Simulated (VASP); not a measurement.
**MgS: single point with PBE**

Crystal: MgS.

```
Mg S
1.0
     3.09518    0.00000    0.00000
     0.00000    3.09518    0.00000
     0.00000    0.00000    4.38961
Mg S
1 1
Cartesian
  0.0000 0.0000 0.0000
  1.5476 1.5476 2.1948
```

```
Program             : VASP 6.6.1
Task                : single point
Functional          : PBE
Potentials or basis : VASP PAW PBE potentials, release 64 (Mg, S)
Cutoff              : 520 eV
k mesh              : 6 × 6 × 4
Occupations         : gaussian, width 0.1 eV
Spin                : no spin polarisation
```

```
Pressure               : -5.8 GPa
Band gap on the k mesh : zero (band 4 reaches 4.69 eV, above the bottom of band 5 at 3.40 eV)
```

Stress tensor (GPa, compression positive):
```
  2.26   0.00   0.00
  0.00   2.26   0.00
  0.00   0.00 -21.87
```

Levels at points of the mesh, in eV from the Fermi level:
| k point | band 2 | band 3 | band 4 | band 5 | band 6 | band 7 |
| --- | --- | --- | --- | --- | --- | --- |
| (0.00, 0.00, 0.00) | -4.16 | -2.89 | -0.21 | -0.21 | 5.54 | 5.99 |
| (0.50, 0.00, 0.00) | -5.83 | -2.79 | 0.40 | 0.52 | 2.00 | 3.31 |
| (0.50, 0.50, 0.00) | -4.20 | -4.20 | -1.64 | 1.33 | 4.09 | 4.09 |
| (0.00, 0.00, 0.50) | -6.89 | -0.10 | -0.10 | 2.40 | 4.21 | 7.51 |
| (0.50, 0.00, 0.50) | -5.22 | -4.56 | -1.35 | 0.62 | 4.40 | 8.05 |
| (0.50, 0.50, 0.50) | -3.85 | -3.85 | -2.79 | 1.32 | 1.32 | 2.61 |

Wall time 8.2 s on 1 thread of Intel(R) Xeon(R) Platinum 8488C (Sapphire Rapids) (shared host), peak memory 0.15 GiB.
